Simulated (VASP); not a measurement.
# AlIr (Pm-3m) in VASP: single point with LDA+U

Aim: the single point of AlIr with LDA+U.

Program: VASP 6.6.1. These are calculated values, not measurements. Logs are shortened: lines on timing, memory, paths and dates and some standing lists are left out, and cuts for length are marked.

**1. The cell of the first run**

It takes space group Pm-3m (No. 221, cubic). The conventional cell has a = 2.943 Å, b = 2.943 Å, c = 2.943 Å, α = 90.00°, β = 90.00°, γ = 90.00°. Within 3.4 Å of Al (site symmetry m-3m) lie 8 Ir at 2.55 Å and 6 Al at 2.94 Å. Within 3.4 Å of Ir (site symmetry m-3m) lie 8 Al at 2.55 Å and 6 Ir at 2.94 Å.

**2. Single point, LDA+U**

Contents of INCAR:

```
SYSTEM = AlIr
PREC = Accurate
ENCUT = 560
EDIFF = 1E-6
ISMEAR = -1
SIGMA = 0.1
LREAL = .False.
LASPH = .True.
NELM = 200
ALGO = Normal
ISIF = 2
LWAVE = .False.
LCHARG = .False.
LMAXMIX = 4
LDAU = .True.
LDAUTYPE = 2
LDAUL = -1 2
LDAUU = 0 4
LDAUJ = 0 0
LDAUPRINT = 1
GGA = CA
NBANDS = 17
GGA_COMPAT = .False.
```

Contents of KPOINTS:

```
Automatic mesh
0
Gamma
  14 14 14
  0 0 0
```

Contents of POSCAR:

```
AlIr
1.0
    2.9434336997      0.0000000000      0.0000000000
    0.0000000000      2.9434336997      0.0000000000
    0.0000000000      0.0000000000      2.9434336997
Al Ir
1 1
Direct
    0.0000000000      0.0000000000      0.0000000000
    0.5000000000      0.5000000000      0.5000000000
```

Potentials or basis: VASP PAW LDA potentials, release 64 (Al, Ir_sv_GW).

Command:

```bash
$ cat potpaw_LDA.64/Al/POTCAR potpaw_LDA.64/Ir_sv_GW/POTCAR > POTCAR
$ mpirun -np 1 vasp_std > vasp.out
```

OUTCAR:

```text
SYSTEM = AlIr
   PREC = Accurate
   ENCUT = 560
   EDIFF = 1E-6
   ISMEAR = -1
   LREAL = .False.
   LASPH = .True.
   NELM = 200
   ISIF = 2
   GGA = CA

 ion  position               nearest neighbor table
   1  0.000  0.000  0.000-   2 2.55   2 2.55   2 2.55   2 2.55   2 2.55   2 2.55   2 2.55   2 2.55

   2  0.500  0.500  0.500-   1 2.55   1 2.55   1 2.55   1 2.55   1 2.55   1 2.55   1 2.55   1 2.55

  LATTYP: Found a simple cubic cell.
 ALAT       =     2.9434336997

  Lattice vectors:

 A1 = (   2.9434336997,   0.0000000000,   0.0000000000)
 A2 = (   0.0000000000,   2.9434336997,   0.0000000000)
 A3 = (   0.0000000000,   0.0000000000,   2.9434336997)

Analysis of symmetry for initial positions (statically):
=====================================================================
 Subroutine PRICEL returns:
 Original cell was already a primitive cell.

 Routine SETGRP: Setting up the symmetry group for a
 simple cubic supercell.

 Subroutine GETGRP returns: Found 48 space group operations
 (whereof 48 operations were pure point group operations)
 out of a pool of 48 trial point group operations.

The static configuration has the point symmetry O_h .

Analysis of symmetry for dynamics (positions and initial velocities):
=====================================================================
 Subroutine PRICEL returns:
 Original cell was already a primitive cell.

 Routine SETGRP: Setting up the symmetry group for a
 simple cubic supercell.

 Subroutine GETGRP returns: Found 48 space group operations
 (whereof 48 operations were pure point group operations)
 out of a pool of 48 trial point group operations.

The dynamic configuration has the point symmetry O_h .

 Subroutine INISYM returns: Found 48 space group operations
 (whereof 48 operations are pure point group operations),
 and found     1 'primitive' translations

[... 128 lines left out ...]
   LRPA    =     F    only Hartree local field effects (RPA)
 non-spin polarized calculation
  energy-cutoff  :      560.00
  volume of cell :       25.50
 maximum number of plane-waves:       804
 NGX is ok and might be reduce to    24
   NGX = 11   NGY = 11   NGZ = 11

atom =   2  type =  2  l = 2

 onsite density matrix

spin component  1

  0.7377 -0.0000  0.0000  0.0000 -0.0000
 -0.0000  0.7377 -0.0000  0.0000 -0.0000
  0.0000 -0.0000  0.5744 -0.0000 -0.0000
  0.0000  0.0000 -0.0000  0.7377  0.0000
 -0.0000 -0.0000 -0.0000  0.0000  0.5744

spin component  2

  0.7377 -0.0000  0.0000  0.0000 -0.0000
 -0.0000  0.7377 -0.0000  0.0000 -0.0000
  0.0000 -0.0000  0.5744 -0.0000 -0.0000
  0.0000  0.0000 -0.0000  0.7377  0.0000
 -0.0000 -0.0000 -0.0000  0.0000  0.5744

 occupancies and eigenvectors

  o =  0.5744  v =  0.0000 -0.0000  0.7261  0.0000 -0.6876  0.0000  0.0000  0.0000  0.0000  0.0000      0.0000  0.0000  0.0000  0.0000  0.0000  0.0000  0.0000  0.0000  0.0000  0.0000
  o =  0.5744  v =  0.0000 -0.0000  0.6876  0.0000  0.7261  0.0000  0.0000  0.0000  0.0000  0.0000      0.0000  0.0000  0.0000  0.0000  0.0000  0.0000  0.0000  0.0000  0.0000  0.0000
  o =  0.5744  v =  0.0000  0.0000  0.0000  0.0000  0.0000  0.0000 -0.0000  0.7261  0.0000 -0.6876      0.0000  0.0000  0.0000  0.0000  0.0000  0.0000  0.0000  0.0000  0.0000  0.0000
  o =  0.5744  v =  0.0000  0.0000  0.0000  0.0000  0.0000  0.0000 -0.0000  0.6876  0.0000  0.7261      0.0000  0.0000  0.0000  0.0000  0.0000  0.0000  0.0000  0.0000  0.0000  0.0000
  o =  0.7377  v =  0.0000  0.0000  0.0000  0.0000  0.0000  1.0000  0.0000  0.0000  0.0000  0.0000      0.0000  0.0000  0.0000  0.0000  0.0000  0.0000  0.0000  0.0000  0.0000  0.0000
  o =  0.7377  v =  0.0000  0.0000  0.0000  0.0000  0.0000  0.0000  0.6751 -0.0000  0.7377 -0.0000      0.0000  0.0000  0.0000  0.0000  0.0000  0.0000  0.0000  0.0000  0.0000  0.0000
  o =  0.7377  v =  0.0000  0.6751 -0.0000  0.7377 -0.0000  0.0000  0.0000  0.0000  0.0000  0.0000      0.0000  0.0000  0.0000  0.0000  0.0000  0.0000  0.0000  0.0000  0.0000  0.0000
  o =  0.7377  v =  1.0000  0.0000  0.0000  0.0000  0.0000  0.0000  0.0000  0.0000  0.0000  0.0000      0.0000  0.0000  0.0000  0.0000  0.0000  0.0000  0.0000  0.0000  0.0000  0.0000
  o =  0.7377  v =  0.0000  0.0000  0.0000  0.0000  0.0000  0.0000  0.7377  0.0000 -0.6751  0.0000      0.0000  0.0000  0.0000  0.0000  0.0000  0.0000  0.0000  0.0000  0.0000  0.0000
  o =  0.7377  v =  0.0000  0.7377  0.0000 -0.6751  0.0000  0.0000  0.0000  0.0000  0.0000  0.0000      0.0000  0.0000  0.0000  0.0000  0.0000  0.0000  0.0000  0.0000  0.0000  0.0000

 number of electron      19.9999999 magnetization

 Free energy of the ion-electron system (eV)
  ---------------------------------------------------
  ext. energy  EPLUGINS =         0.00000000
  ---------------------------------------------------
  free energy    TOTEN  =       -12.67570601 eV

  energy without entropy =      -12.66010905  energy(sigma->0) =      -12.66790753

 E-fermi :  12.7954     XC(G=0): -13.4048

 val. band max:       12.7040917007   @ k =   0.5000   0.4286   0.0714
 cond. band min:      12.8102364334   @ k =   0.4286   0.4286   0.0000
 fundamental gap:      0.1061447327
 Fermi energy:        12.7954154473

 k-point     1 :       0.0000    0.0000    0.0000
  band No.  band energies     occupation
      1     -79.2829      2.00000
      2     -36.3884      2.00000
      3     -36.3884      2.00000
      4     -36.3884      2.00000
      5       0.0753      2.00000
      6       6.4649      2.00000
[... 457 lines left out ...]
      4     -36.3689      2.00000
      5       3.2217      2.00000
      6       6.0453      2.00000
[... 9 lines left out ...]
     16      25.6472      0.00000
     17      27.6077      0.00000

 [... further k-points ...]
[... 5 lines left out ...]
  --------------------------------------------------------------------------------------
  -------------------------------------------------------------------------------------
  Total        0.5748406      0.5748406      0.5748406      0.0000000      0.0000000     -0.0000000
  in kB       36.1156339     36.1156339     36.1156339      0.0000000      0.0000000     -0.0000000
  external PRESSURE =      36.1156339 kB  Pullay stress =       0.0000000 kB

 VOLUME and BASIS-vectors are now :
 -----------------------------------------------------------------------------
  energy-cutoff  :      560.00
  volume of cell :       25.50
      direct lattice vectors                 reciprocal lattice vectors
     2.943433700  0.000000000  0.000000000     0.339739264  0.000000000  0.000000000
     0.000000000  2.943433700  0.000000000     0.000000000  0.339739264  0.000000000
     0.000000000  0.000000000  2.943433700     0.000000000  0.000000000  0.339739264

 POSITION                                       TOTAL-FORCE (eV/Angst)
 -----------------------------------------------------------------------------------
      0.00000      0.00000      0.00000         0.000000      0.000000      0.000000
      1.47172      1.47172      1.47172         0.000000      0.000000      0.000000
 -----------------------------------------------------------------------------------
    total drift:                                0.000000     -0.000000     -0.000000

  FREE ENERGIE OF THE ION-ELECTRON SYSTEM (eV)
  ---------------------------------------------------
  free  energy   TOTEN  =       -12.6757060101 eV

  energy  without entropy=      -12.6601090532  energy(sigma->0) =      -12.66790753
```

It took 19 s on 1 thread of Intel Xeon Platinum 8488C (Sapphire Rapids), shared host; peak memory 0.18 GiB.

Results:

| Item | Value |
| --- | --- |
| Free energy | -12.6757 eV |
| Pressure | 3.6 GPa |
| Band gap on the k mesh | zero (bands 10 and 11 overlap by 1.57 eV) |

Levels at points of the mesh, in eV from the Fermi level:
```csv
k point,band 6,band 7,band 8,band 9,band 10,band 11,band 12,band 13,band 14,band 15
"(0.00, 0.00, 0.00)",-6.33,-6.33,-2.50,-2.50,-2.50,4.31,4.31,4.31,10.09,10.09
"(0.50, 0.00, 0.00)",-7.52,-5.49,-4.51,-4.51,-2.20,0.32,5.70,9.23,9.23,11.67
"(0.50, 0.50, 0.00)",-6.11,-4.07,-4.07,-3.38,-3.38,-0.25,2.51,5.21,9.06,12.77
"(0.50, 0.50, 0.50)",-7.61,-7.61,-0.13,-0.13,1.02,2.08,2.08,2.08,7.20,7.76
```

Eigenvalues of the final occupation matrices:
```tsv
site	spin	trace	eigenvalues
site 2 d	1	3.36	0.57 0.57 0.74 0.74 0.74
site 2 d	2	3.36	0.57 0.57 0.74 0.74 0.74
```

Caveat: the cell stands under pressure; spin-orbit coupling is left out, which moves the levels of the heavy elements; U without spin polarisation on a metal has little footing; the U is typed as a test and isn't derived for this compound.

The gap in the log of VASP goes by the Fermi energy; the results here count the filled bands.